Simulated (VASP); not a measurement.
Write the native input for VASP 6.6.1 that does the following.

```yaml
Task: relaxation of cell and atoms
Functional: PBE
Potentials_or_basis: VASP PAW PBE potentials, release 64 (Co, Si)
Cutoff: 600 eV
k_mesh: 11 × 11 × 11
Occupations: fermi-dirac, width 0.08 eV
Spin: no spin polarisation
Dipole_correction: no
Further_INCAR_settings: ALGO = Normal; EDIFF = 1e-06; IBRION = 2; EDIFFG = -0.005; NSW = 60; ISIF = 3
```

The structure of CoSi2 (fluorite type) lies in POSCAR:

```
CoSi2
1.0
    0.0000000000      2.6470344660      2.6470344660
    2.6470344660      0.0000000000      2.6470344660
    2.6470344660      2.6470344660      0.0000000000
Co Si
1 2
Direct
    0.0000000000      0.0000000000      0.0000000000
    0.2500000000      0.2500000000      0.2500000000
    0.7500000000      0.7500000000      0.7500000000
```

The input as run:

INCAR

```
SYSTEM = CoSi2
ALGO = Normal ; EDIFF = 1E-6
EDIFFG = -0.005 ; ENCUT = 600
GGA = PE ; IBRION = 2
ISIF = 3 ; ISMEAR = -1
LASPH = .True. ; LCHARG = .False.
LREAL = .False. ; LWAVE = .False.
NELM = 100 ; NSW = 60
PREC = Accurate ; SIGMA = 0.08
```

KPOINTS

```
k-points
0
Gamma
  11 11 11
  0 0 0
```

Potentials or basis: VASP PAW PBE potentials, release 64 (Co, Si).

The run is started by

```sh
$ cat potpaw_PBE.64/Co/POTCAR potpaw_PBE.64/Si/POTCAR > POTCAR
$ mpirun -np 1 vasp_std > vasp.out
```

It gave:

The relaxed volume is 12.82 Å³/atom and the relaxed cell is a = 3.789 Å, b = 3.789 Å, c = 3.789 Å, α = 60.00°, β = 60.00°, γ = 60.00°. The space group after relaxing (to 0.05 Å) is Fm-3m (No. 225). The energy gained by relaxing is 9.6 meV/atom. The ionic steps are 3 and the pressure after relaxing is 0.0 GPa.

It took 37 s on 1 thread of Intel(R) Xeon(R) 6975P-C (Granite Rapids), on a shared host, peak memory 0.19 GiB.
